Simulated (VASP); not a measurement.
# SiC (Moissanite 3C) (F-43m) in VASP: notebook, part 3 of 3

VASP 6.6.1. The steps go on from the part before.

**5. Single point, r2SCAN**

This run uses another cell than the first one, of 10.97 Å³/atom, 1.060 times its volume.

The input, POSCAR:

```
SiC
1.0
    0.0000000000      2.2217363401      2.2217363401
    2.2217363401      0.0000000000      2.2217363401
    2.2217363401      2.2217363401      0.0000000000
Si C
1 1
Direct
    0.0000000000      0.0000000000      0.0000000000
    0.2500000000      0.2500000000      0.2500000000
```

The input, INCAR.step1:

```
PREC     = Accurate       # precision mode
ENCUT    = 520            # plane-wave cutoff, eV
ISMEAR   = 0              # smearing method
SIGMA    = 0.01           # smearing width, eV
LREAL    = False          # projectors in reciprocal space
LASPH    = True           # aspherical terms in the spheres
NELM     = 80             # most SCF steps
NBANDS   = 11             # bands
GGA      = PE             # functional
ALGO     = Normal         # electronic algorithm
EDIFF    = 1E-4           # SCF threshold, eV
LWAVE    = True           # write WAVECAR
LCHARG   = False          # write CHGCAR
```

The input, INCAR.step2:

```
PREC     = Accurate       # precision mode
ENCUT    = 520            # plane-wave cutoff, eV
EDIFF    = 1E-6           # SCF threshold, eV
ISMEAR   = 0              # smearing method
SIGMA    = 0.01           # smearing width, eV
LREAL    = False          # projectors in reciprocal space
LASPH    = True           # aspherical terms in the spheres
NELM     = 80             # most SCF steps
ALGO     = Normal         # electronic algorithm
ISIF     = 2              # what is computed and relaxed
LWAVE    = False          # write WAVECAR
LCHARG   = False          # write CHGCAR
METAGGA  = R2SCAN         # meta-GGA
LMIXTAU  = True         
NBANDS   = 11             # bands
ISTART   = 1
```

The input, KPOINTS:

```
Automatic mesh
0
Gamma
  8 8 8
```

Potentials or basis: VASP PAW PBE potentials, release 64 (Si, C).

On the command line:

```console
> cat potpaw_PBE.64/Si/POTCAR potpaw_PBE.64/C/POTCAR > POTCAR
> cp INCAR.step1 INCAR
> mpirun -np 1 vasp_std > vasp.out
> cp INCAR.step2 INCAR
> mpirun -np 1 vasp_std > vasp.out
```

OUTCAR:

```text
PREC = Accurate
   ENCUT = 520
   EDIFF = 1E-6
   ISMEAR = 0
   LREAL = False
   LASPH = True
   NELM = 80
   ISIF = 2
   METAGGA = R2SCAN
   ISTART = 1

 ion  position               nearest neighbor table
   1  0.000  0.000  0.000-   2 1.92   2 1.92   2 1.92   2 1.92
   2  0.250  0.250  0.250-   1 1.92   1 1.92   1 1.92   1 1.92

  LATTYP: Found a face centered cubic cell.
 ALAT       =     4.4434726802

  Lattice vectors:

 A1 = (   0.0000000000,   2.2217363401,   2.2217363401)
 A2 = (   2.2217363401,   0.0000000000,   2.2217363401)
 A3 = (   2.2217363401,   2.2217363401,   0.0000000000)

Analysis of symmetry for initial positions (statically):
=====================================================================
 Subroutine PRICEL returns:
 Original cell was already a primitive cell.

 Routine SETGRP: Setting up the symmetry group for a
 face centered cubic supercell.

 Subroutine GETGRP returns: Found 24 space group operations
 (whereof 24 operations were pure point group operations)
 out of a pool of 48 trial point group operations.

The static configuration has the point symmetry T_d .

Analysis of symmetry for dynamics (positions and initial velocities):
=====================================================================
 Subroutine PRICEL returns:
 Original cell was already a primitive cell.

 Routine SETGRP: Setting up the symmetry group for a
 face centered cubic supercell.

 Subroutine GETGRP returns: Found 24 space group operations
 (whereof 24 operations were pure point group operations)
 out of a pool of 48 trial point group operations.

The dynamic configuration has the point symmetry T_d .

 Subroutine INISYM returns: Found 24 space group operations
 (whereof 24 operations are pure point group operations),
 and found     1 'primitive' translations

----------------------------------------------------------------------------------------

                                     Primitive cell

  volume of cell :      21.9335

  direct lattice vectors                    reciprocal lattice vectors
     0.000000000  2.221736340  2.221736340    -0.225049206  0.225049206  0.225049206
     2.221736340  0.000000000  2.221736340     0.225049206 -0.225049206  0.225049206
     2.221736340  2.221736340  0.000000000     0.225049206  0.225049206 -0.225049206

  length of vectors
     3.142009664  3.142009664  3.142009664     0.389796660  0.389796660  0.389796660

  position of ions in fractional coordinates (direct lattice)
     0.000000000  0.000000000  0.000000000
     0.250000000  0.250000000  0.250000000

  ion indices of the primitive-cell ions
   primitive index   ion index
                 1           1
                 2           2

----------------------------------------------------------------------------------------

 KPOINTS: Automatic mesh

Automatic generation of k-mesh.
 Grid dimensions read from file:
 generate k-points for:    8    8    8

 Generating k-lattice:

  Cartesian coordinates                     Fractional coordinates (reciprocal lattice)
    -0.028131151  0.028131151  0.028131151     0.125000000  0.000000000  0.000000000
     0.028131151 -0.028131151  0.028131151     0.000000000  0.125000000  0.000000000
     0.028131151  0.028131151 -0.028131151     0.000000000  0.000000000  0.125000000

  Length of vectors
     0.048724582  0.048724582  0.048724582

  Shift w.r.t. Gamma in fractional coordinates (k-lattice)
     0.000000000  0.000000000  0.000000000

 Subroutine IBZKPT returns following result:
 ===========================================

 Found     29 irreducible k-points:

 Following reciprocal coordinates:
            Coordinates               Weight
  0.000000  0.000000  0.000000      1.000000
  0.125000  0.000000  0.000000      8.000000
  0.250000  0.000000  0.000000      8.000000
  0.375000  0.000000  0.000000      8.000000
  0.500000  0.000000  0.000000      4.000000
  0.125000  0.125000  0.000000      6.000000
[... 16 lines left out ...]
  0.500000  0.250000  0.125000     48.000000
 -0.375000  0.250000  0.125000     24.000000
 [... further k-points ...]
   k-points           NKPTS =     29   k-points in BZ     NKDIM =     29   number of bands    NBANDS=     11
   number of dos      NEDOS =    301   number of ions     NIONS =      2
   total plane-waves  NPLWV =  13824
   dimension x,y,z NGX =    24 NGY =   24 NGZ =   24
   dimension x,y,z NGXF=    48 NGYF=   48 NGZF=   48
   ions per type =               1   1
   NGX,Y,Z   is equivalent  to a cutoff of  12.70, 12.70, 12.70 a.u.
   NGXF,Y,Z  is equivalent  to a cutoff of  25.40, 25.40, 25.40 a.u.
 SYSTEM =  unknown system
   PREC   = accura    normal or accurate (medium, high low for compatibility)
   ISTART =      1    job   : 0-new  1-cont  2-samecut
   ICHARG =      0    charge: 1-file 2-atom 10-const
   ISPIN  =      1    spin polarized calculation?
   LNONCOLLINEAR =      F non collinear calculations
   LSORBIT =      F    spin-orbit coupling
   LASPH  =      T    aspherical Exc in radial PAW
   ENCUT  =  520.0 eV  38.22 Ry    6.18 a.u.   5.84  5.84  5.84*2*pi/ulx,y,z
   NELM   =     80;   NELMIN=  2; NELMDL=  0     # of ELM steps
   EDIFF  = 0.1E-05   stopping-criterion for ELM
   LREAL  =      F    real-space projection
   EDIFFG = 0.1E-04   stopping-criterion for IOM
   NSW    =      0    number of steps for IOM
   IBRION =     -1    ionic relax: 0-MD 1-quasi-New 2-CG
   NFREE  =      0    steps in history (QN), initial steepest desc. (CG)
   ISIF   =      2    stress and relaxation
   ISYM   =      2    0-nonsym 1-usesym 2-fastsym
   POTIM  = 0.5000    time-step for ionic-motion
   TEBEG  =    0.0;   TEEND  =   0.0 temperature during run
   PSTRESS=    0.0 pullay stress
   NELECT =       8.0000    total number of electrons
   NUPDOWN=      -1.0000    fix difference up-down
   EMIN   =  10.00;   EMAX   =-10.00  energy-range for DOS
   EFERMI =   0.00;   METHOD = LEGACY
   ISMEAR =     0;   SIGMA  =   0.01  broadening in eV -4-tet -1-fermi 0-gaus
   EFERMI_NEDOS =   21; number of points for ismear=-14 and -15
   IALGO  =     38    algorithm
   IMIX   =      4    mixing-type and parameters
     AMIX     =   0.40;   BMIX     =  1.00
     AMIX_MAG =   1.60;   BMIX_MAG =  1.00
  volume/ion in A,a.u.               =      10.97        74.01
  Fermi-wavevector in a.u.,A,eV,Ry     =   1.169685  2.210384 18.614992  1.368163
  Thomas-Fermi vector in A             =   2.306154
   LORBIT       =      0    0 simple, 1 ext, 2 COOP (PROOUT), +10 PAW based schemes
   METAGGA = R2SCAN    functional components
   LHFCALC =     F    Hartree Fock is set to
   AEXX    =    0.0000 exact exchange contribution
   IVDW    =     0    specifies the selected vdW correction
   LEPSILON=     F    determine dielectric tensor
   LRPA    =     F    only Hartree local field effects (RPA)
 non-spin polarized calculation
 Gauss-broadening in eV      SIGMA  =   0.01
  energy-cutoff  :      520.00
  volume of cell :       21.93
 maximum number of plane-waves:       609
   NGX = 11   NGY = 11   NGZ = 11

 number of electron       8.0000000 magnetization

 Free energy of the ion-electron system (eV)
  ---------------------------------------------------
  ext. energy  EPLUGINS =         0.00000000
  ---------------------------------------------------
  free energy    TOTEN  =       -19.27542751 eV

  energy without entropy =      -19.27542751  energy(sigma->0) =      -19.27542751

 E-fermi :   7.4839     XC(G=0): -11.6748

 val. band max:        7.3458136939   @ k =   0.0000   0.0000   0.0000
 cond. band min:       9.1048039027   @ k =   0.5000   0.5000   0.0000
 fundamental gap:      1.7589902088
 Fermi energy:         7.4839430478

 k-point     1 :       0.0000    0.0000    0.0000
  band No.  band energies     occupation
      1      -8.3782      2.00000
      2       7.3458      2.00000
      3       7.3458      2.00000
      4       7.3458      2.00000
      5      13.4502      0.00000
      6      14.7707      0.00000
      7      14.7707      0.00000
      8      14.7707      0.00000
      9      22.2017      0.00000
     10      22.2017      0.00000
     11      24.1677      0.00000
[... 309 lines left out ...]
 k-point    24 :      -0.3750    0.2500    0.1250
  band No.  band energies     occupation
      1      -4.3353      2.00000
      2      -0.4870      2.00000
      3       3.5922      2.00000
      4       5.0811      2.00000
      5      12.9773      0.00000
      6      14.7735      0.00000
      7      17.7322      0.00000
      8      18.6845      0.00000
      9      21.0855      0.00000
     10      24.0469      0.00000
     11      27.1452      0.00000

 [... further k-points ...]
[... 5 lines left out ...]
  --------------------------------------------------------------------------------------
  -------------------------------------------------------------------------------------
  Total       -1.6642902     -1.6642902     -1.6642902      0.0000000      0.0000000     -0.0000000
  in kB     -121.5715854   -121.5715854   -121.5715854      0.0000000      0.0000000     -0.0000000
  external PRESSURE =    -121.5715854 kB  Pullay stress =       0.0000000 kB

 VOLUME and BASIS-vectors are now :
 -----------------------------------------------------------------------------
  energy-cutoff  :      520.00
  volume of cell :       21.93
      direct lattice vectors                 reciprocal lattice vectors
     0.000000000  2.221736340  2.221736340    -0.225049206  0.225049206  0.225049206
     2.221736340  0.000000000  2.221736340     0.225049206 -0.225049206  0.225049206
     2.221736340  2.221736340  0.000000000     0.225049206  0.225049206 -0.225049206

 POSITION                                       TOTAL-FORCE (eV/Angst)
 -----------------------------------------------------------------------------------
      0.00000      0.00000      0.00000         0.000000      0.000000      0.000000
      1.11087      1.11087      1.11087        -0.000000     -0.000000     -0.000000
 -----------------------------------------------------------------------------------
    total drift:                               -0.000000     -0.000000     -0.000000

  FREE ENERGIE OF THE ION-ELECTRON SYSTEM (eV)
  ---------------------------------------------------
  free  energy   TOTEN  =       -19.2754275113 eV

  energy  without entropy=      -19.2754275113  energy(sigma->0) =      -19.27542751
```

It took 15 s on 1 thread of Intel Xeon 6975P-C (Granite Rapids), shared host; peak memory 0.13 GiB.

What came out:

```yaml
Free_energy: -19.2754 eV
Pressure: -12.2 GPa
Band_gap_on_the_k_mesh: 1.76 eV, indirect (least direct gap 4.98 eV)
```

Levels at points of the mesh, in eV from the valence-band top:
| k point | band 2 | band 3 | band 4 | band 5 | band 6 | band 7 |
| --- | --- | --- | --- | --- | --- | --- |
| (0.00, 0.00, 0.00) | 0.00 | 0.00 | 0.00 | 6.10 | 7.42 | 7.42 |
| (0.50, 0.00, 0.00) | -8.51 | -1.09 | -1.09 | 5.43 | 7.50 | 7.50 |
| (0.50, 0.50, 0.00) | -7.87 | -3.22 | -3.22 | 1.76 | 4.60 | 14.41 |

Caveat: the PAW data sets were made with another functional, which shifts forces and pressure a little.

**6. The runs side by side**

| cell | gap on the mesh (eV) | pressure (GPa) |
| --- | --- | --- |
| a = 3.082 Å, angles 60.0°, 2 atoms | 1.72 | -0.4 |
| a = 3.102 Å, angles 60.0°, 2 atoms | 1.74 | -4.7 |
| a = 3.122 Å, angles 60.0°, 2 atoms | 1.75 | -8.6 |
| a = 3.142 Å, angles 60.0°, 2 atoms | 1.76 | -12.2 |

Alike in all rows: task single point; level r2SCAN; potentials or basis VASP PAW PBE potentials, release 64 (Si, C); no spin polarisation; k mesh 8 × 8 × 8; cutoff (eV) 520; smearing gaussian 0.01 eV.

Caveats: the PAW data sets were made with another functional, which shifts forces and pressure a little.

Total energies depend on the potentials used, so only differences within one code and one set of settings carry meaning.

**7. Against experiment**

Step 2. A measured gap of SiC is 2.4 eV (indirect; quoted in “Insight into the structural, elastic and electronic properties of a new orthorhombic 6O-SiC polytype”, 2020, pmc:7200658); the calculated 1.72 eV misses it by -0.68 eV. The value is that of r2SCAN on a finite k mesh, which can miss the band edges, without temperature or zero-point motion.
